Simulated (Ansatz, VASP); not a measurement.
## Rb in VASP and in Ansatz

The input INCAR:

```
  PREC = Accurate
  ENCUT = 520
  EDIFF = 1E-6
  ISMEAR = 0
  SIGMA = 0.15
  LREAL = F
  LASPH = T
  NELM = 80
  ALGO = Normal
  ISIF = 2
  LWAVE = F
  LCHARG = F
  GGA = CA
  NBANDS = 10
```

KPOINTS

```
regular mesh
0
Gamma
  12 12 12
```

Contents of POSCAR:

```
Rb
1.0
   -2.6940465770      2.6940465770      2.6940465770
    2.6940465770     -2.6940465770      2.6940465770
    2.6940465770      2.6940465770     -2.6940465770
Rb
1
Direct
    0.0000000000      0.0000000000      0.0000000000
```

Input for Ansatz:

```yaml
crystal:
  lattice:
    - [-2.694046577, 2.694046577, 2.694046577]
    - [2.694046577, -2.694046577, 2.694046577]
    - [2.694046577, 2.694046577, -2.694046577]
  atoms:
    - { symbol: Rb, position: [0.0, 0.0, 0.0] }
basis:
  ecutwfc: 420
kpoints:
  mp_grid: { grid: [12, 12, 12] }
hamiltonian:
  xc: lda
scf:
  occupations: { method: gaussian, width: 0.15 }
output:
  forces: true
  stress: true
  eigenvalues: true
  write_density: true
  write_potential: true
  elf: true
  volumetric_format: npy
```

Alike in both runs: task single point; functional LDA; k mesh 12 × 12 × 12; occupations gaussian, width 0.15 eV; no spin polarisation.

|  | VASP | Ansatz |
| --- | --- | --- |
| version | VASP 6.6.1 | Ansatz 0.2.0 |
| potentials or method | VASP PAW LDA potentials, release 64 (Rb_sv), cutoff 520 eV | scalar-relativistic, plane waves, PAW |
| valence electrons in the cell | 9 | 9 |

```csv
,VASP,Ansatz,Ansatz less VASP
gap on the k mesh at the Fermi level (eV),none,none,-
pressure (GPa),0.0,0.0,0.00
```

LDA's correlation is that of Perdew and Zunger in VASP and of Perdew and Wang (1992) in Ansatz. A gap of «none» marks a metal or a gap that the smearing closes.
